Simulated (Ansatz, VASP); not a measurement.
## Two plane-wave programs on InP

```xyz
2
Lattice="0.0000 2.7702 2.7702 2.6408 0.0000 2.7702 2.6408 2.7702 0.0000" Properties=species:S:1:pos:R:3 pbc="T T T"
In    0.0000    0.0000    0.0000
P     2.6408    2.7702    2.7702
```

Change from the starting cell: mode 4 frozen in at +0.000 Å, normal strain along x -0.0467.

Alike in both runs: task single point; functional PBE; k mesh 14 × 14 × 14; occupations gaussian, width 0.15 eV; no spin polarisation.

```csv
,VASP,Ansatz
version,VASP 6.6.1,Ansatz 0.2.0
potentials or method,"VASP PAW PBE potentials, release 64 (In_d, P), cutoff 520 eV","scalar-relativistic, plane waves, PAW"
valence electrons in the cell,18,18
```

|  | VASP | Ansatz | Ansatz less VASP |
| --- | --- | --- | --- |
| gap on the k mesh at the Fermi level (eV) | none | none | - |
| pressure (GPa) | 4.3 | 4.3 | +0.04 |
| traceless stress, the component that is largest in VASP (GPa) | 4.79 | 4.82 | +0.025 |

A gap of «none» marks a metal or a gap that the smearing closes.
